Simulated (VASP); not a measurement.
Write the native input for VASP 6.6.1 that does the following.

- Task: single point
- Functional: PBE
- Dispersion: D3(BJ)
- Potentials or basis: VASP PAW PBE potentials, release 64 (C)
- Cutoff: 520 eV
- k mesh: 15 × 15 × 1
- Occupations: gaussian, width 0.1 eV
- Spin: no spin polarisation
- Dipole correction: yes
- Further INCAR settings: ALGO = Normal; EDIFF = 1e-07; NBANDS = 16

The structure of C lies in POSCAR:

```
C
1.0
    2.4656524409      0.0000000000      0.0000000000
   -1.2328262205      2.1353176508      0.0000000000
    0.0000000000      0.0000000000     17.5000663883
C
4
Direct
    0.6666666667      0.3333333333      0.2571437784
    0.3333333333      0.6666666667      0.2571418816
    0.6666666667      0.3333333333      0.4417164036
    0.3333333333      0.6666666667      0.4417145068
```

One way to write it, as run:

INCAR

```
PREC = Accurate
ENCUT = 520
EDIFF = 1E-7
ISMEAR = 0
SIGMA = 0.1
LREAL = False
LASPH = True
NELM = 100
ALGO = Normal
ISIF = 2
LWAVE = False
LCHARG = True
LDIPOL = True
IDIPOL = 3
DIPOL = 0.5 0.5 0.349
GGA = PE
IVDW = 12
LELF = True
LVHAR = True
LVACPOTAV = True
NBANDS = 16
```

KPOINTS

```
regular mesh
0
Gamma
  15 15 1
```

Potentials or basis: VASP PAW PBE potentials, release 64 (C).

Run with:

```console
$ cat potpaw_PBE.64/C/POTCAR > POTCAR
$ mpirun -np 1 vasp_std > vasp.out
```

Results of the run:

| Property | Result |
| --- | --- |
| Largest force | 0.100 eV/Å |
| Band gap on the k mesh | 0.84 eV, direct |
| Dispersion energy per atom | -0.123 eV |

Wall time 55 s on 1 thread of Intel(R) Xeon(R) Platinum 8259CL CPU @ 2.50GHz (Skylake/Cascade Lake), with other jobs on the host, peak memory 0.21 GiB.
